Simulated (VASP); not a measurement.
A run of VASP 6.6.1 is set up as follows.

File INCAR:

```
ALGO = Normal ; EDIFF = 1E-6
EDIFFG = -0.005 ; ENCUT = 600
GGA = PE ; IBRION = 2
ISIF = 3 ; ISMEAR = -1
LASPH = T ; LCHARG = F
LREAL = F ; LWAVE = F
NELM = 80 ; NSW = 60
PREC = Accurate ; PSTRESS = 1100.0
SIGMA = 0.05
```

KPOINTS

```
k-points
0
Gamma
  9 9 13
```

File POSCAR:

```
Ge
1.0
    3.9868789499      0.0000000000      0.0000000000
   -1.9934394750      3.4527384525      0.0000000000
    0.0000000000      0.0000000000      2.4718649490
Ge
3
Direct
    0.0000000000      0.0000000000      0.0000000000
    0.3333333333      0.6666666667      0.5000000000
    0.6666666667      0.3333333333      0.5000000000
```

Potentials or basis: VASP PAW PBE potentials, release 64 (Ge_d).

The run is started by

```console
$ cat potpaw_PBE.64/Ge_d/POTCAR > POTCAR
$ mpirun -np 1 vasp_std > vasp.out
```

Task: Predict the relaxed volume.

Result: 11.49 Å³/atom.

Task: Estimate the relaxed cell.

Result: a = 4.074 Å, b = 4.074 Å, c = 2.399 Å, α = 90.00°, β = 90.00°, γ = 120.00°.

Final structure:
```
Ge
1.0
     4.07419    0.00000    0.00000
    -2.03709    3.52835    0.00000
     0.00000    0.00000    2.39889
Ge
3
Direct
  0.00000 0.00000 0.00000
  0.33333 0.66667 0.50000
  0.66667 0.33333 0.50000
```

Caveat: the cell is relaxed towards a set pressure, so the run minimises the enthalpy, not the energy.
